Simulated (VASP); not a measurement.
Here is a VASP 6.6.1 calculation.

File INCAR:

```
SYSTEM = SnO2
PREC = Accurate
ENCUT = 520
EDIFF = 1E-7
ISMEAR = 0
SIGMA = 0.01
LREAL = .FALSE.
LASPH = .TRUE.
NELM = 100
ALGO = Normal
ISIF = 2
LWAVE = .FALSE.
LCHARG = .FALSE.
GGA = PE
NBANDS = 20
```

File KPOINTS:

```
regular mesh
0
G
  6 6 6
  0 0 0
```

POSCAR

```
SnO2
1.0
    0.0000000000      2.5334669716      2.5334669716
    2.5334669716      0.0000000000      2.5334669716
    2.5334669716      2.5334669716      0.0000000000
Sn O
1 2
Direct
    0.0000000000      0.0000000000      0.0000000000
    0.2500000000      0.2500000000      0.2500000000
    0.7500000000      0.7500000000      0.7500000000
```

Potentials or basis: VASP PAW PBE potentials, release 64 (Sn_d, O).

The run is started by

```bash
$ cat potpaw_PBE.64/Sn_d/POTCAR potpaw_PBE.64/O/POTCAR > POTCAR
$ mpirun -np 1 vasp_std > vasp.out
```

Q: What does it give for the pressure?

A: 10.0 GPa.

Q: Predict the band gap on the k mesh.

A: 0.30 eV, indirect (least direct gap 1.68 eV).

Caveat: spin-orbit coupling is left out, which moves the levels of the heavy elements. A k mesh can miss the band edges.
